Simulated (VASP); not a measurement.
# K2PdC2 (P1) in VASP: single point with LDA

Aim: the single point of K2PdC2 with LDA.

All numbers are computed with VASP 6.6.1; they aren't measurements. Logs are shortened: lines on timing, memory, paths and dates and some standing lists are left out, and cuts for length are marked.

### 1 The cell of the first run

The typed cell holds 5 atoms: a = 5.118 Å, b = 5.118 Å, c = 5.258 Å, α = 90.00°, β = 90.00°, γ = 120.00°.

### 2 Single point, LDA (atom 1 (K) moved by (+0.200, +0.000) A along [1 1 0] and z)

The input, INCAR:

```
  ALGO = Normal
  EDIFF = 1E-7
  ENCUT = 520
  GGA = CA
  ISIF = 2
  ISMEAR = 0
  LASPH = T
  LCHARG = T
  LELF = T
  LREAL = F
  LVHAR = T
  LWAVE = F
  NBANDS = 26
  NELM = 60
  PREC = Accurate
  SIGMA = 0.05
```

The input, KPOINTS:

```
k-points
0
Gamma
  6 6 6
```

The input, POSCAR:

```
K2PdC2
1.0
    5.1181840614      0.0000000000      0.0000000000
   -2.5590920307      4.4324774185      0.0000000000
    0.0000000000      0.0000000000      5.2581371800
K Pd C
2 1 2
Direct
    0.7102506823      0.3652390472      0.7201982100
    0.3333333333      0.6666666667      0.2798017900
    0.0000000000      0.0000000000      0.0000000000
    0.0000000000      0.0000000000      0.6201967800
    0.0000000000      0.0000000000      0.3798032200
```

Potentials or basis: VASP PAW LDA potentials, release 64 (K_sv, Pd, C).

Run with:

```bash
> cat potpaw_LDA.64/K_sv/POTCAR potpaw_LDA.64/Pd/POTCAR potpaw_LDA.64/C/POTCAR > POTCAR
> mpirun -np 1 vasp_std > vasp.out
```

OUTCAR:

```text
EDIFF = 1E-7
   ENCUT = 520
   GGA = CA
   ISIF = 2
   ISMEAR = 0
   LASPH = T
   LREAL = F
   NELM = 60
   PREC = Accurate

 ion  position               nearest neighbor table
   1  0.710  0.365  0.720-   4 2.87   3 3.18   3 3.26   3 3.48   2 3.60   2 3.80
   2  0.333  0.667  0.280-   3 3.30   3 3.30   3 3.30   1 3.60   1 3.80
   3  0.000  0.000  0.000-   4 2.00   5 2.00   1 3.18   1 3.26   2 3.30   2 3.30   2 3.30   1 3.48

   4  0.000  0.000  0.620-   5 1.26   3 2.00   1 2.87
   5  0.000  0.000  0.380-   4 1.26   3 2.00

  LATTYP: Found a hexagonal cell.
 ALAT       =     5.1181840614
 C/A-ratio  =     1.0273442918

  Lattice vectors:

 A1 = (   5.1181840614,   0.0000000000,   0.0000000000)
 A2 = (  -2.5590920307,   4.4324774185,   0.0000000000)
 A3 = (   0.0000000000,   0.0000000000,   5.2581371800)

Analysis of symmetry for initial positions (statically):
=====================================================================
 Subroutine PRICEL returns:
 Original cell was already a primitive cell.

 Routine SETGRP: Setting up the symmetry group for a
 hexagonal supercell.

 Subroutine GETGRP returns: Found  1 space group operations
 (whereof  1 operations were pure point group operations)
 out of a pool of 24 trial point group operations.

The static configuration has the point symmetry C_1 .

Analysis of symmetry for dynamics (positions and initial velocities):
=====================================================================
 Subroutine PRICEL returns:
 Original cell was already a primitive cell.

 Routine SETGRP: Setting up the symmetry group for a
 hexagonal supercell.

 Subroutine GETGRP returns: Found  1 space group operations
 (whereof  1 operations were pure point group operations)
 out of a pool of 24 trial point group operations.

The dynamic configuration has the point symmetry C_1 .

 Subroutine INISYM returns: Found  1 space group operations
 (whereof  1 operations are pure point group operations),
 and found     1 'primitive' translations

----------------------------------------------------------------------------------------

                                     Primitive cell

  volume of cell :     119.2873

  direct lattice vectors                    reciprocal lattice vectors
     5.118184061  0.000000000  0.000000000     0.195381797  0.112803733  0.000000000
    -2.559092031  4.432477419  0.000000000     0.000000000  0.225607466  0.000000000
     0.000000000  0.000000000  5.258137180     0.000000000  0.000000000  0.190181421

  length of vectors
     5.118184061  5.118184061  5.258137180     0.225607466  0.225607466  0.190181421

  position of ions in fractional coordinates (direct lattice)
     0.710250682  0.365239047  0.720198210
     0.333333333  0.666666667  0.279801790
     0.000000000  0.000000000  0.000000000
     0.000000000  0.000000000  0.620196780
     0.000000000  0.000000000  0.379803220

  ion indices of the primitive-cell ions
   primitive index   ion index
                 1           1
                 2           2
                 3           3
                 4           4
                 5           5

----------------------------------------------------------------------------------------

 KPOINTS: k-points

Automatic generation of k-mesh.
 Grid dimensions read from file:
 generate k-points for:    6    6    6

 Generating k-lattice:

  Cartesian coordinates                     Fractional coordinates (reciprocal lattice)
     0.032563633  0.018800622  0.000000000     0.166666667  0.000000000  0.000000000
     0.000000000  0.037601244  0.000000000     0.000000000  0.166666667  0.000000000
     0.000000000  0.000000000  0.031696903     0.000000000  0.000000000  0.166666667

  Length of vectors
     0.037601244  0.037601244  0.031696903

  Shift w.r.t. Gamma in fractional coordinates (k-lattice)
     0.000000000  0.000000000  0.000000000

 Subroutine IBZKPT returns following result:
 ===========================================

 Found    112 irreducible k-points:

 Following reciprocal coordinates:
            Coordinates               Weight
  0.000000  0.000000  0.000000      1.000000
  0.166667 -0.000000  0.000000      2.000000
  0.000000  0.166667  0.000000      2.000000
 -0.166667  0.166667  0.000000      2.000000
  0.333333  0.000000  0.000000      2.000000
  0.000000  0.333333  0.000000      2.000000
[... 16 lines left out ...]
  0.000000  0.166667  0.166667      2.000000
 -0.166667  0.166667  0.166667      2.000000
 [... further k-points ...]
   k-points           NKPTS =    112   k-points in BZ     NKDIM =    112   number of bands    NBANDS=     26
   number of dos      NEDOS =    301   number of ions     NIONS =      5
   total plane-waves  NPLWV =  64000
   dimension x,y,z NGX =    40 NGY =   40 NGZ =   40
   dimension x,y,z NGXF=    80 NGYF=   80 NGZF=   80
   ions per type =               2   1   2
   NGX,Y,Z   is equivalent  to a cutoff of  12.99, 12.99, 12.65 a.u.
   NGXF,Y,Z  is equivalent  to a cutoff of  25.99, 25.99, 25.29 a.u.
 SYSTEM =  unknown system
   PREC   = accura    normal or accurate (medium, high low for compatibility)
   ISTART =      0    job   : 0-new  1-cont  2-samecut
   ICHARG =      2    charge: 1-file 2-atom 10-const
   ISPIN  =      1    spin polarized calculation?
   LNONCOLLINEAR =      F non collinear calculations
   LSORBIT =      F    spin-orbit coupling
   LASPH  =      T    aspherical Exc in radial PAW
   ENCUT  =  520.0 eV  38.22 Ry    6.18 a.u.   9.52  9.52  9.78*2*pi/ulx,y,z
   NELM   =     60;   NELMIN=  2; NELMDL= -5     # of ELM steps
   EDIFF  = 0.1E-06   stopping-criterion for ELM
   LREAL  =      F    real-space projection
   EDIFFG = 0.1E-05   stopping-criterion for IOM
   NSW    =      0    number of steps for IOM
   IBRION =     -1    ionic relax: 0-MD 1-quasi-New 2-CG
   NFREE  =      0    steps in history (QN), initial steepest desc. (CG)
   ISIF   =      2    stress and relaxation
   ISYM   =      2    0-nonsym 1-usesym 2-fastsym
   POTIM  = 0.5000    time-step for ionic-motion
   TEBEG  =    0.0;   TEEND  =   0.0 temperature during run
   PSTRESS=    0.0 pullay stress
   NELECT =      36.0000    total number of electrons
   NUPDOWN=      -1.0000    fix difference up-down
   EMIN   =  10.00;   EMAX   =-10.00  energy-range for DOS
   EFERMI =   0.00;   METHOD = LEGACY
   ISMEAR =     0;   SIGMA  =   0.05  broadening in eV -4-tet -1-fermi 0-gaus
   EFERMI_NEDOS =   21; number of points for ismear=-14 and -15
   IALGO  =     38    algorithm
   IMIX   =      4    mixing-type and parameters
     AMIX     =   0.40;   BMIX     =  1.00
     AMIX_MAG =   1.60;   BMIX_MAG =  1.00
  volume/ion in A,a.u.               =      23.86       161.00
  Fermi-wavevector in a.u.,A,eV,Ry     =   1.098106  2.075119 16.406402  1.205837
  Thomas-Fermi vector in A             =   2.234478
   LORBIT       =      0    0 simple, 1 ext, 2 COOP (PROOUT), +10 PAW based schemes
   GGA     = CA    functional components
   LHFCALC =     F    Hartree Fock is set to
   AEXX    =    0.0000 exact exchange contribution
   IVDW    =     0    specifies the selected vdW correction
   LEPSILON=     F    determine dielectric tensor
   LRPA    =     F    only Hartree local field effects (RPA)
 non-spin polarized calculation
 Gauss-broadening in eV      SIGMA  =   0.05
  energy-cutoff  :      520.00
  volume of cell :      119.29
 maximum number of plane-waves:      3247
 NGX is ok and might be reduce to    40
   NGX = 19   NGY = 19   NGZ = 19

 number of electron      36.0000006 magnetization

 Free energy of the ion-electron system (eV)
  ---------------------------------------------------
  ext. energy  EPLUGINS =         0.00000000
  ---------------------------------------------------
  free energy    TOTEN  =       -28.72197512 eV

  energy without entropy =      -28.72197512  energy(sigma->0) =      -28.72197512

 E-fermi :   1.0773     XC(G=0):  -8.6265

 val. band max:        0.8472195632   @ k =   0.0000   0.0000   0.5000
 cond. band min:       2.1532464983   @ k =   0.5000   0.0000   0.5000
 fundamental gap:      1.3060269351
 Fermi energy:         1.0772840707

 k-point     1 :       0.0000    0.0000    0.0000
  band No.  band energies     occupation
      1     -28.7041      2.00000
      2     -28.6508      2.00000
      3     -12.7010      2.00000
      4     -12.5139      2.00000
      5     -12.4503      2.00000
      6     -12.3751      2.00000
[... 18 lines left out ...]
     25       6.9451      0.00000
     26       7.0936      0.00000

 k-point     2 :       0.1667   -0.0000    0.0000
  band No.  band energies     occupation
      1     -28.7004      2.00000
      2     -28.6539      2.00000
      3     -12.7178      2.00000
      4     -12.5289      2.00000
      5     -12.4680      2.00000
      6     -12.4086      2.00000
[... 18 lines left out ...]
     25       6.8556      0.00000
     26       7.3705      0.00000

 k-point     3 :       0.0000    0.1667    0.0000
  band No.  band energies     occupation
      1     -28.7014      2.00000
      2     -28.6529      2.00000
      3     -12.7131      2.00000
      4     -12.5258      2.00000
      5     -12.4950      2.00000
      6     -12.4264      2.00000
[... 18 lines left out ...]
     25       6.8906      0.00000
     26       7.2559      0.00000

 k-point     4 :      -0.1667    0.1667    0.0000
  band No.  band energies     occupation
      1     -28.7010      2.00000
      2     -28.6532      2.00000
      3     -12.7135      2.00000
      4     -12.5303      2.00000
      5     -12.4892      2.00000
      6     -12.4181      2.00000
[... 18 lines left out ...]
     25       6.8778      0.00000
     26       7.2668      0.00000
[... 496 lines left out ...]
      1     -28.6984      2.00000
      2     -28.6558      2.00000
      3     -12.7227      2.00000
      4     -12.4964      2.00000
      5     -12.4625      2.00000
      6     -12.4506      2.00000
[... 18 lines left out ...]
     25       6.8950      0.00000
     26       7.6004      0.00000

 k-point    23 :       0.0000    0.1667    0.1667
  band No.  band energies     occupation
      1     -28.6993      2.00000
      2     -28.6548      2.00000
      3     -12.7033      2.00000
      4     -12.5236      2.00000
      5     -12.5028      2.00000
      6     -12.4225      2.00000
[... 18 lines left out ...]
     25       7.1070      0.00000
     26       7.4804      0.00000

 k-point    24 :      -0.1667    0.1667    0.1667
  band No.  band energies     occupation
      1     -28.6989      2.00000
      2     -28.6552      2.00000
      3     -12.7145      2.00000
      4     -12.5212      2.00000
      5     -12.4725      2.00000
      6     -12.4396      2.00000
[... 18 lines left out ...]
     25       6.9990      0.00000
     26       7.5115      0.00000

 [... further k-points ...]
[... 5 lines left out ...]
  --------------------------------------------------------------------------------------
  -------------------------------------------------------------------------------------
  Total       -1.3694987     -1.1446045     -2.6782368     -0.0680437      0.0207471      0.0113604
  in kB      -18.3940708    -15.3734625    -35.9720524     -0.9139118      0.2786589      0.1525842
  external PRESSURE =     -23.2465286 kB  Pullay stress =       0.0000000 kB

 VOLUME and BASIS-vectors are now :
 -----------------------------------------------------------------------------
  energy-cutoff  :      520.00
  volume of cell :      119.29
      direct lattice vectors                 reciprocal lattice vectors
     5.118184061  0.000000000  0.000000000     0.195381797  0.112803733  0.000000000
    -2.559092031  4.432477419  0.000000000     0.000000000  0.225607466  0.000000000
     0.000000000  0.000000000  5.258137180     0.000000000  0.000000000  0.190181421

 POSITION                                       TOTAL-FORCE (eV/Angst)
 -----------------------------------------------------------------------------------
      2.70051      1.61891      3.78690        -0.193818     -0.259709      0.035234
     -0.00000      2.95498      1.47124         0.058424      0.050834     -0.035977
      0.00000      0.00000      0.00000         0.046233      0.064901      0.018275
      0.00000      0.00000      3.26108         0.091006      0.144406      0.361864
      0.00000      0.00000      1.99706        -0.001845     -0.000432     -0.379395
 -----------------------------------------------------------------------------------
    total drift:                                0.000023      0.000079     -0.000015

  FREE ENERGIE OF THE ION-ELECTRON SYSTEM (eV)
  ---------------------------------------------------
  free  energy   TOTEN  =       -28.7219751174 eV

  energy  without entropy=      -28.7219751174  energy(sigma->0) =      -28.72197512
```

Wall time 9.3 min (1 thread of AMD EPYC 7R43 (Zen 3), shared host); peak memory 0.4 GiB.

Results:

- Free energy: -28.7220 eV
- Pressure: -2.3 GPa
- Largest force: 0.400 eV/Å
- Band gap on the k mesh: 1.31 eV (least direct gap 1.37 eV)

Forces on the atoms (eV/Å):
```
K   -0.194 -0.260  0.035
K    0.058  0.051 -0.036
Pd   0.046  0.065  0.018
C    0.091  0.144  0.362
C   -0.002  0.000 -0.379
```

Levels at points of the mesh, in eV from the valence-band top:
```csv
k point,band 14,band 15,band 16,band 17,band 18,band 19,band 20,band 21,band 22,band 23
"(0.00, 0.00, 0.00)",-1.94,-1.91,-1.57,-1.15,-1.15,3.96,4.34,5.13,5.27,5.56
"(0.50, 0.00, 0.00)",-1.97,-1.90,-1.26,-1.06,-0.53,2.43,3.57,4.57,5.33,5.77
"(0.00, 0.50, 0.00)",-2.00,-1.87,-1.25,-1.07,-0.54,2.36,3.50,4.57,5.22,5.67
"(0.50, 0.50, 0.00)",-1.99,-1.88,-1.25,-1.07,-0.54,2.39,3.52,4.59,5.25,5.71
"(0.00, 0.00, 0.50)",-1.41,-1.16,-1.16,-0.06,0.00,2.60,2.65,3.55,4.55,6.11
"(0.50, 0.00, 0.50)",-1.23,-1.07,-0.76,-0.09,-0.07,1.31,2.80,4.66,4.79,5.23
"(0.00, 0.50, 0.50)",-1.21,-1.08,-0.80,-0.10,-0.03,1.34,2.84,4.55,4.63,5.31
"(0.50, 0.50, 0.50)",-1.22,-1.08,-0.79,-0.09,-0.04,1.33,2.83,4.57,4.69,5.28
```

Caveat: the cell differs from its parent crystal (atom 1 (K) moved by (+0.200, +0.000) A along [1 1 0] and z). A k mesh can miss the band edges.
